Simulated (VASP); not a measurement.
Crystal: HgSe.

```xyz
2
Lattice="0.0000 3.0390 3.0390 3.0390 0.0000 3.0390 3.0390 3.0390 0.0000" Properties=species:S:1:pos:R:3 pbc="T T T"
Hg    0.0000    0.0000    0.0000
Se    4.5585    4.5585    4.5585
```

| Property | Result |
| --- | --- |
| Program | VASP 6.6.1 |
| Task | relaxation of cell and atoms |
| Functional | revPBE |
| Potentials or basis | VASP PAW PBE potentials, release 64 (Hg, Se) |
| Cutoff | 500 eV |
| k mesh | 8 × 8 × 8 |
| Occupations | fermi-dirac, width 0.05 eV |
| Spin | no spin polarisation |

At the start: pressure 6.5 GPa; volume 28.07 Å³/atom.

Question: Where does the relaxation end?

Answer: Over 3 steps the energy falls by 67.0 meV/atom and the volume is 31.80 Å³/atom (+13.3 %); space group F-43m (No. 216, to 0.05 Å).

Step by step:
```csv
step,energy change (eV),largest force (eV/Å),pressure (GPa),volume (Å³)
1,0.0000,0.0000,6.48,56.13
2,-0.1257,0.0000,-1.17,65.88
3,-0.1340,0.0000,0.04,63.60
```

Final structure:
```
CELL_PARAMETERS angstrom
0.00000 3.16817 3.16817
3.16817 0.00000 3.16817
3.16817 3.16817 0.00000
ATOMIC_POSITIONS crystal
Hg 0.00000 0.00000 0.00000
Se 0.75000 0.75000 0.75000
```

Caveat: the PAW data sets were made with another functional, which shifts forces and pressure a little; the volume moved by +13 % from the deposited cell, more than functionals usually miss.
